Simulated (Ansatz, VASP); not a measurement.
Given: the input of a run of Ansatz 0.2.0 on InAs.

Contents of input.yaml:

```yaml
crystal:
  lattice:
    - [0.0, 2.857992653, 2.857992653]
    - [2.857992653, 0.0, 2.857992653]
    - [2.857992653, 2.857992653, 0.0]
  atoms:
    - { symbol: In, position: [0.5, 0.5, 0.5] }
    - { symbol: As, position: [0.0, 0.0, 0.0] }
hamiltonian:
  xc: lda
  pseudopotentials: { kind: paw }
kpoints:
  mp_grid: { grid: [8, 8, 8] }
scf:
  occupations: { method: fermi_dirac, width: 0.05 }
output:
  forces: true
  stress: true
  eigenvalues: true
```

Potentials or basis: Ansatz PAW.

Launch:

```sh
$ ansatz run input.yaml --threads 2 --pin off --max-ram 5632MiB --backend cpu --events-out ev --progress --plain --runs-dir out
```

**Question.** Set up the same calculation for VASP 6.6.1. Potentials there: VASP PAW LDA potentials, release 64 (In_d, As).

**Answer.** As run (the cutoff follows the program's own potentials):

INCAR

```
  PREC = Accurate
  ENCUT = 520
  EDIFF = 1E-7
  ISMEAR = -1
  SIGMA = 0.05
  LREAL = False
  LASPH = True
  NELM = 80
  ALGO = Normal
  ISIF = 2
  LWAVE = False
  LCHARG = False
  GGA = CA
  NBANDS = 16
```

The input KPOINTS:

```
Automatic mesh
0
Gamma
  8 8 8
```

Contents of POSCAR:

```
InAs
1.0
    0.0000000000      2.8579926530      2.8579926530
    2.8579926530      0.0000000000      2.8579926530
    2.8579926530      2.8579926530      0.0000000000
In As
1 1
Direct
    0.5000000000      0.5000000000      0.5000000000
    0.0000000000      0.0000000000      0.0000000000
```

Potentials or basis: VASP PAW LDA potentials, release 64 (In_d, As).

The run is started by

```sh
$ cat potpaw_LDA.64/In_d/POTCAR potpaw_LDA.64/As/POTCAR > POTCAR
$ mpirun -np 1 vasp_std > vasp.out
```

Both were run:

|  | VASP | Ansatz | Ansatz less VASP |
| --- | --- | --- | --- |
| gap on the k mesh at the Fermi level (eV) | none | none | - |
| pressure (GPa) | -3.8 | -4.0 | -0.14 |

LDA's correlation is that of Perdew and Zunger in VASP and of Perdew and Wang (1992) in Ansatz. A gap of «none» marks a metal or a gap that the smearing closes. VASP's potentials hold 18 valence electrons a cell and Ansatz's 28, so a difference there can come from the potentials and not from the codes.
